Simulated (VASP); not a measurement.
# SiW12 in VASP: single point with PBE

Aim: the single point of SiW12 with PBE.

All numbers are computed with VASP 6.6.1; they aren't measurements. Logs are shortened: lines on timing, memory, paths and dates and some standing lists are left out, and cuts for length are marked.

### 1 The cell of the first run

The cell holds a slab with vacuum, 13 atoms: a = 5.709 Å, b = 5.709 Å, c = 19.445 Å, α = 90.00°, β = 90.00°, γ = 90.00°.

### 2 Single point, PBE

File INCAR:

```
PREC     = Accurate       # precision mode
ENCUT    = 520            # plane-wave cutoff, eV
EDIFF    = 1E-6           # SCF threshold, eV
ISMEAR   = 0              # smearing method
SIGMA    = 0.1            # smearing width, eV
LREAL    = F              # projectors in reciprocal space
LASPH    = T              # aspherical terms in the spheres
NELM     = 80             # most SCF steps
ALGO     = Fast           # electronic algorithm
ISIF     = 2              # what is computed and relaxed
LWAVE    = F              # write WAVECAR
LCHARG   = F              # write CHGCAR
LDIPOL   = T            
IDIPOL   = 3            
DIPOL    = 0.5 0.5 0.323
GGA      = PE             # functional
NBANDS   = 98             # bands
```

File KPOINTS:

```
Automatic mesh
0
Gamma
  5 5 1
```

File POSCAR:

```
SiW12
1.0
    5.7094426449      0.0000000000      0.0000000000
    0.0000000000      5.7094426449      0.0000000000
    0.0000000000      0.0000000000     19.4446428585
W Si
12 1
Direct
    0.2500000000      0.2500000000      0.2057121866
    0.2500000000      0.7500000000      0.2057121866
    0.7500000000      0.2500000000      0.2057121866
    0.7500000000      0.7500000000      0.2057121866
    0.0000000000      0.0000000000      0.3071173000
    0.0000000000      0.5000000000      0.3071173000
    0.5000000000      0.0000000000      0.3071173000
    0.5000000000      0.5000000000      0.3071173000
    0.2500000000      0.2500000000      0.4085774635
    0.2500000000      0.7500000000      0.4085774635
    0.7500000000      0.2500000000      0.4085774635
    0.7500000000      0.7500000000      0.4085774635
    0.3333333333      0.4166666667      0.5151821616
```

Potentials or basis: VASP PAW PBE potentials, release 64 (W_sv, Si).

Command:

```console
> cat potpaw_PBE.64/W_sv/POTCAR potpaw_PBE.64/Si/POTCAR > POTCAR
> mpirun -np 1 vasp_std > vasp.out
```

OUTCAR:

```text
PREC = Accurate
   ENCUT = 520
   EDIFF = 1E-6
   ISMEAR = 0
   LREAL = F
   LASPH = T
   NELM = 80
   ISIF = 2
   GGA = PE

 ion  position               nearest neighbor table
   1  0.250  0.250  0.206-   5 2.82   6 2.82   7 2.82   8 2.82   2 2.85   3 2.85   2 2.85   3 2.85

   2  0.250  0.750  0.206-   5 2.82   6 2.82   7 2.82   8 2.82   1 2.85   4 2.85   1 2.85   4 2.85

   3  0.750  0.250  0.206-   5 2.82   6 2.82   7 2.82   8 2.82   1 2.85   4 2.85   4 2.85   1 2.85
[... 4 lines left out ...]
                             6 2.85   7 2.85   6 2.85   7 2.85
   6  0.000  0.500  0.307-   1 2.82   2 2.82   3 2.82   4 2.82   9 2.82  10 2.82  11 2.82  12 2.82
                             5 2.85   8 2.85   5 2.85   8 2.85
   7  0.500  0.000  0.307-   1 2.82   2 2.82   3 2.82   4 2.82   9 2.82  10 2.82  11 2.82  12 2.82
                             5 2.85   8 2.85   8 2.85   5 2.85
   8  0.500  0.500  0.307-   1 2.82   2 2.82   3 2.82   4 2.82   9 2.82  10 2.82  11 2.82  12 2.82
                             6 2.85   7 2.85   7 2.85   6 2.85
   9  0.250  0.250  0.409-  13 2.33   6 2.82   7 2.82   8 2.82   5 2.82  11 2.85  10 2.85  10 2.85
                            11 2.85
  10  0.250  0.750  0.409-   5 2.82   6 2.82   7 2.82   8 2.82  13 2.85  12 2.85   9 2.85   9 2.85
                            12 2.85
  11  0.750  0.250  0.409-   5 2.82   6 2.82   7 2.82   8 2.82   9 2.85  12 2.85  12 2.85   9 2.85
                            13 3.30
  12  0.750  0.750  0.409-   5 2.82   6 2.82   7 2.82   8 2.82  10 2.85  11 2.85  11 2.85  10 2.85

  13  0.333  0.417  0.515-   9 2.33  10 2.85  11 3.30

  LATTYP: Found a simple tetragonal cell.
 ALAT       =     5.7094426449
 C/A-ratio  =     3.4056989566

  Lattice vectors:

 A1 = (   5.7094426449,   0.0000000000,   0.0000000000)
 A2 = (   0.0000000000,   5.7094426449,   0.0000000000)
 A3 = (   0.0000000000,   0.0000000000,  19.4446428585)

Analysis of symmetry for initial positions (statically):
=====================================================================
 Subroutine PRICEL returns:
 Original cell was already a primitive cell.

 Routine SETGRP: Setting up the symmetry group for a
 simple tetragonal supercell.

 Subroutine GETGRP returns: Found  1 space group operations
 (whereof  1 operations were pure point group operations)
 out of a pool of 16 trial point group operations.

The static configuration has the point symmetry C_1 .

Analysis of symmetry for dynamics (positions and initial velocities):
=====================================================================
 Subroutine PRICEL returns:
 Original cell was already a primitive cell.

 Routine SETGRP: Setting up the symmetry group for a
 simple tetragonal supercell.

 Subroutine GETGRP returns: Found  1 space group operations
 (whereof  1 operations were pure point group operations)
 out of a pool of 16 trial point group operations.

The dynamic configuration has the point symmetry C_1 .

 Subroutine INISYM returns: Found  1 space group operations
 (whereof  1 operations are pure point group operations),
 and found     1 'primitive' translations

----------------------------------------------------------------------------------------

                                     Primitive cell

  volume of cell :     633.8513

  direct lattice vectors                    reciprocal lattice vectors
     5.709442645  0.000000000  0.000000000     0.175148445  0.000000000  0.000000000
     0.000000000  5.709442645  0.000000000     0.000000000  0.175148445  0.000000000
     0.000000000  0.000000000 19.444642858     0.000000000  0.000000000  0.051428047

  length of vectors
     5.709442645  5.709442645 19.444642858     0.175148445  0.175148445  0.051428047

  position of ions in fractional coordinates (direct lattice)
     0.250000000  0.250000000  0.205712187
     0.250000000  0.750000000  0.205712187
     0.750000000  0.250000000  0.205712187
     0.750000000  0.750000000  0.205712187
     0.000000000  0.000000000  0.307117300
     0.000000000  0.500000000  0.307117300
     0.500000000  0.000000000  0.307117300
[... 40 lines left out ...]

  Shift w.r.t. Gamma in fractional coordinates (k-lattice)
     0.000000000  0.000000000  0.000000000

 Subroutine IBZKPT returns following result:
 ===========================================

 Found     13 irreducible k-points:

 Following reciprocal coordinates:
            Coordinates               Weight
  0.000000  0.000000  0.000000      1.000000
  0.200000  0.000000  0.000000      2.000000
  0.000000  0.200000  0.000000      2.000000
  0.400000  0.000000  0.000000      2.000000
  0.000000  0.400000  0.000000      2.000000
  0.200000  0.200000  0.000000      2.000000
 -0.200000  0.200000  0.000000      2.000000
  0.400000  0.200000  0.000000      2.000000
 -0.200000  0.400000  0.000000      2.000000
 -0.400000  0.200000  0.000000      2.000000
  0.200000  0.400000  0.000000      2.000000
  0.400000  0.400000  0.000000      2.000000
 -0.400000  0.400000  0.000000      2.000000
   k-points           NKPTS =     13   k-points in BZ     NKDIM =     13   number of bands    NBANDS=     98
   number of dos      NEDOS =    301   number of ions     NIONS =     13
   total plane-waves  NPLWV = 264600
   dimension x,y,z NGX =    42 NGY =   42 NGZ =  150
   dimension x,y,z NGXF=    84 NGYF=   84 NGZF=  300
   ions per type =              12   1
   NGX,Y,Z   is equivalent  to a cutoff of  12.23, 12.23, 12.82 a.u.
   NGXF,Y,Z  is equivalent  to a cutoff of  24.46, 24.46, 25.65 a.u.
 SYSTEM =  unknown system
   PREC   = accura    normal or accurate (medium, high low for compatibility)
   ISTART =      0    job   : 0-new  1-cont  2-samecut
   ICHARG =      2    charge: 1-file 2-atom 10-const
   ISPIN  =      1    spin polarized calculation?
   LNONCOLLINEAR =      F non collinear calculations
   LSORBIT =      F    spin-orbit coupling
   LASPH  =      T    aspherical Exc in radial PAW
   ENCUT  =  520.0 eV  38.22 Ry    6.18 a.u.  10.62 10.62 36.15*2*pi/ulx,y,z
   NELM   =     80;   NELMIN=  2; NELMDL= -5     # of ELM steps
   EDIFF  = 0.1E-05   stopping-criterion for ELM
   LREAL  =      F    real-space projection
   EDIFFG = 0.1E-04   stopping-criterion for IOM
   NSW    =      0    number of steps for IOM
   IBRION =     -1    ionic relax: 0-MD 1-quasi-New 2-CG
   NFREE  =      0    steps in history (QN), initial steepest desc. (CG)
   ISIF   =      2    stress and relaxation
   ISYM   =      2    0-nonsym 1-usesym 2-fastsym
   POTIM  = 0.5000    time-step for ionic-motion
   TEBEG  =    0.0;   TEEND  =   0.0 temperature during run
   PSTRESS=    0.0 pullay stress
   NELECT =     172.0000    total number of electrons
   NUPDOWN=      -1.0000    fix difference up-down
   EMIN   =  10.00;   EMAX   =-10.00  energy-range for DOS
   EFERMI =   0.00;   METHOD = LEGACY
   ISMEAR =     0;   SIGMA  =   0.10  broadening in eV -4-tet -1-fermi 0-gaus
   EFERMI_NEDOS =   21; number of points for ismear=-14 and -15
   IALGO  =     68    algorithm
   IMIX   =      4    mixing-type and parameters
     AMIX     =   0.40;   BMIX     =  1.00
     AMIX_MAG =   1.60;   BMIX_MAG =  1.00
  volume/ion in A,a.u.               =      48.76       329.03
  Fermi-wavevector in a.u.,A,eV,Ry     =   1.059876  2.002876 15.283938  1.123338
  Thomas-Fermi vector in A             =   2.195237
   LORBIT       =      0    0 simple, 1 ext, 2 COOP (PROOUT), +10 PAW based schemes
   GGA     = PE    functional components
   LHFCALC =     F    Hartree Fock is set to
   AEXX    =    0.0000 exact exchange contribution
   IVDW    =     0    specifies the selected vdW correction
   LEPSILON=     F    determine dielectric tensor
   LRPA    =     F    only Hartree local field effects (RPA)
 non-spin polarized calculation
 RMM-DIIS sequential band-by-band and
 Gauss-broadening in eV      SIGMA  =   0.10
  energy-cutoff  :      520.00
  volume of cell :      633.85
 maximum number of plane-waves:     17090
   NGX = 21   NGY = 21   NGZ = 73

 dipolmoment           0.000000      0.000000     -0.037055 electrons x Angstroem

 number of electron     172.0000024 magnetization

 dipolmoment           0.000000      0.000000      0.068982 electrons x Angstroem

 Free energy of the ion-electron system (eV)
  ---------------------------------------------------
  ext. energy  EPLUGINS =         0.00000000
  ---------------------------------------------------
  free energy    TOTEN  =      -141.51765636 eV

  energy without entropy =     -141.40583890  energy(sigma->0) =     -141.46174763

 E-fermi :   0.4411     XC(G=0):  -5.6529

 val. band max:        0.4384579080   @ k =   0.2000   0.0000   0.0000
 cond. band min:       0.4518168240   @ k =   0.4000   0.0000   0.0000
 fundamental gap:      0.0133589160
 Fermi energy:         0.4410500589

 k-point     1 :       0.0000    0.0000    0.0000
  band No.  band energies     occupation
      1     -73.4242      2.00000
      2     -73.3851      2.00000
      3     -73.3769      2.00000
      4     -73.3448      2.00000
      5     -73.3369      2.00000
      6     -73.3288      2.00000
[... 1302 lines left out ...]
     97       1.4051      0.00000
     98       1.7167      0.00000

------------------------ aborting loop because EDIFF is reached ----------------------------------------

 vacuum level on the upper side and lower side of the slab       (xc-potential included)         0.032        -0.284

  FORCE on cell =-STRESS in cart. coord.  units (eV):
  Direction    XX          YY          ZZ          XY          YZ          ZX
  --------------------------------------------------------------------------------------
  -------------------------------------------------------------------------------------
  Total      -26.4701337    -24.7912844      2.7299242      0.2017663      1.8816453      1.0117176
  in kB      -66.9081956    -62.6645912      6.9003921      0.5100018      4.7562092      2.5573047
  external PRESSURE =     -40.8907982 kB  Pullay stress =       0.0000000 kB

 VOLUME and BASIS-vectors are now :
 -----------------------------------------------------------------------------
  energy-cutoff  :      520.00
  volume of cell :      633.85
      direct lattice vectors                 reciprocal lattice vectors
     5.709442645  0.000000000  0.000000000     0.175148445  0.000000000  0.000000000
     0.000000000  5.709442645  0.000000000     0.000000000  0.175148445  0.000000000
     0.000000000  0.000000000 19.444642858     0.000000000  0.000000000  0.051428047

 POSITION                                       TOTAL-FORCE (eV/Angst)
 -----------------------------------------------------------------------------------
      1.42736      1.42736      4.00000         0.009042     -0.065033      0.113291
      1.42736      4.28208      4.00000         0.035192      0.086422     -0.031190
      4.28208      1.42736      4.00000         0.031777      0.061265     -0.094161
      4.28208      4.28208      4.00000        -0.017587     -0.051776     -0.158489
      0.00000      0.00000      5.97179         0.067484      0.070818     -0.189375
      0.00000      2.85472      5.97179        -0.419706      0.227688     -0.260263
      2.85472      0.00000      5.97179         0.242938     -0.260946     -0.279544
      2.85472      2.85472      5.97179         0.129155      0.119065     -0.349244
      1.42736      1.42736      7.94464        -0.423382     -0.784039     -0.409636
      1.42736      4.28208      7.94464         0.095083     -0.379741      0.811434
      4.28208      1.42736      7.94464        -0.177086      0.189850      0.404458
      4.28208      4.28208      7.94464        -0.191320     -0.329302      0.406093
      1.90315      2.37893     10.01753         0.618410      1.115731      0.036626
 -----------------------------------------------------------------------------------
    total drift:                                0.000161      0.000108      0.001215

  FREE ENERGIE OF THE ION-ELECTRON SYSTEM (eV)
  ---------------------------------------------------
  free  energy   TOTEN  =      -141.5176563563 eV

  energy  without entropy=     -141.4058388995  energy(sigma->0) =     -141.46174763

 vacuum level on the upper side and lower side of the slab         5.325         5.022
```

It took 62 min on 1 thread of Oxide Virtual Turin-like, shared host; peak memory 0.85 GiB.

What came out:

```
Free energy            : -141.5177 eV
Largest force          : 1.276 eV/Å
Band gap on the k mesh : zero (bands 86 and 87 overlap by 0.17 eV)
```

Forces on the atoms (eV/Å):
```
W    0.009 -0.065  0.113
W    0.035  0.086 -0.031
W    0.032  0.061 -0.094
W   -0.018 -0.052 -0.158
W    0.067  0.071 -0.189
W   -0.420  0.228 -0.260
W    0.243 -0.261 -0.280
W    0.129  0.119 -0.349
W   -0.423 -0.784 -0.410
W    0.095 -0.380  0.811
W   -0.177  0.190  0.404
W   -0.191 -0.329  0.406
Si   0.618  1.116  0.037
```

Levels at points of the mesh, in eV from the Fermi level:
| k point | band 84 | band 85 | band 86 | band 87 | band 88 | band 89 |
| --- | --- | --- | --- | --- | --- | --- |
| (0.00, 0.00, 0.00) | -0.19 | -0.08 | 0.02 | 0.17 | 0.53 | 0.63 |

Caveat: spin-orbit coupling is left out, which moves the levels of the heavy elements.
